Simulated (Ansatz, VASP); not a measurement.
## Al2Cu: VASP beside Ansatz

The input INCAR:

```
  PREC = Accurate
  ENCUT = 520
  EDIFF = 1E-6
  ISMEAR = 0
  SIGMA = 0.15
  LREAL = False
  LASPH = True
  NELM = 100
  ALGO = Fast
  ISIF = 2
  LWAVE = False
  LCHARG = True
  GGA = PE
  LELF = True
  LVHAR = True
  NBANDS = 26
```

The input KPOINTS:

```
Automatic mesh
0
Gamma
  12 12 12
```

File POSCAR:

```
Al2Cu
1.0
   -2.9354032152      2.9354032152      2.5148659737
    2.9354032152     -2.9354032152      2.5148659737
    2.9354032152      2.9354032152     -2.5148659737
Al Cu
4 2
Direct
    0.1587211842      0.6587211842      0.8174423684
    0.6587211842      0.8412788158      0.5000000000
    0.8412788158      0.3412788158      0.1825576316
    0.3412788158      0.1587211842      0.5000000000
    0.7500000000      0.7500000000      0.0000000000
    0.2500000000      0.2500000000      0.0000000000
```

Input for Ansatz:

```yaml
crystal:
  lattice:
    - [-2.9354032152, 2.9354032152, 2.5148659737]
    - [2.9354032152, -2.9354032152, 2.5148659737]
    - [2.9354032152, 2.9354032152, -2.5148659737]
  atoms:
    - { symbol: Al, position: [0.1587211842, 0.6587211842, 0.8174423684] }
    - { symbol: Al, position: [0.6587211842, 0.8412788158, 0.5] }
    - { symbol: Al, position: [0.8412788158, 0.3412788158, 0.1825576316] }
    - { symbol: Al, position: [0.3412788158, 0.1587211842, 0.5] }
    - { symbol: Cu, position: [0.75, 0.75, 0.0] }
    - { symbol: Cu, position: [0.25, 0.25, 0.0] }
basis:
  ecutwfc: 420
kpoints:
  mp_grid: { grid: [12, 12, 12] }
hamiltonian:
  xc: pbe
scf:
  occupations: { method: gaussian, width: 0.15 }
output:
  forces: true
  stress: true
  eigenvalues: true
```

Change from the starting cell: strain -0.030 along x and y, +0.030 along z, atoms carried along.

Alike in both runs: task single point; functional PBE; k mesh 12 × 12 × 12; occupations gaussian, width 0.15 eV; no spin polarisation.

|  | VASP | Ansatz |
| --- | --- | --- |
| version | VASP 6.6.1 | Ansatz 0.2.0 |
| potentials or method | VASP PAW PBE potentials, release 64 (Al, Cu), cutoff 520 eV | scalar-relativistic, plane waves, PAW |
| valence electrons in the cell | 34 | 50 |

```csv
,VASP,Ansatz,Ansatz less VASP
gap on the k mesh at the Fermi level (eV),none,none,-
pressure (GPa),4.5,3.8,-0.66
"traceless stress, the component that is largest in VASP (GPa)",-4.84,-4.87,-0.032
rms of the force components (eV/Å),0.078,0.080,+0.0014
```

Atom by atom the forces differ by 0.001 eV/Å (rms over components). A gap of «none» marks a metal or a gap that the smearing closes. VASP's potentials hold 34 valence electrons a cell and Ansatz's 50, so a difference there can come from the potentials and not from the codes.
